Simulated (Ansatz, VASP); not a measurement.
# Sc: VASP beside Ansatz

File INCAR:

```
SYSTEM = Sc
  PREC = Accurate
  ENCUT = 520
  EDIFF = 1E-6
  ISMEAR = 0
  SIGMA = 0.05
  LREAL = .FALSE.
  LASPH = .TRUE.
  NELM = 80
  ALGO = Normal
  ISIF = 2
  LWAVE = .FALSE.
  LCHARG = .FALSE.
  GGA = CA
  NBANDS = 12
```

The input KPOINTS:

```
regular mesh
0
G
  9 9 9
  0 0 0
```

POSCAR

```
Sc
1.0
   -1.8790000000      1.8790000000      2.3805000000
    1.8790000000     -1.8790000000      2.3805000000
    1.8790000000      1.8790000000     -2.3805000000
Sc
1
Direct
    0.0000000000      0.0000000000      0.0000000000
```

Input for Ansatz:

```yaml
crystal:
  lattice:
    - [-1.879, 1.879, 2.3805]
    - [1.879, -1.879, 2.3805]
    - [1.879, 1.879, -2.3805]
  atoms:
    - { symbol: Sc, position: [0.0, 0.0, 0.0] }
kpoints:
  mp_grid: { grid: [9, 9, 9] }
hamiltonian:
  xc: lda
scf:
  occupations: { method: gaussian, width: 0.05 }
  mixing: { preconditioner: local_kerker }
basis:
  ecutwfc: 470
  ecutrho_ratio: 8
output:
  forces: true
  stress: true
```

Alike in both runs: task single point; functional LDA; k mesh 9 × 9 × 9; occupations gaussian, width 0.05 eV; no spin polarisation.

|  | VASP | Ansatz |
| --- | --- | --- |
| version | VASP 6.6.1 | Ansatz 0.2.0 |
| potentials or method | VASP PAW LDA potentials, release 64 (Sc_sv), cutoff 520 eV | plane waves, PAW |
| valence electrons in the cell | 11 | 11 |

```tsv
	VASP	Ansatz	Ansatz less VASP
pressure (GPa)	-12.0	-12.0	0.00
traceless stress, the component that is largest in VASP (GPa)	1.28	1.28	-0.003
```

LDA's correlation is that of Perdew and Zunger in VASP and of Perdew and Wang (1992) in Ansatz.
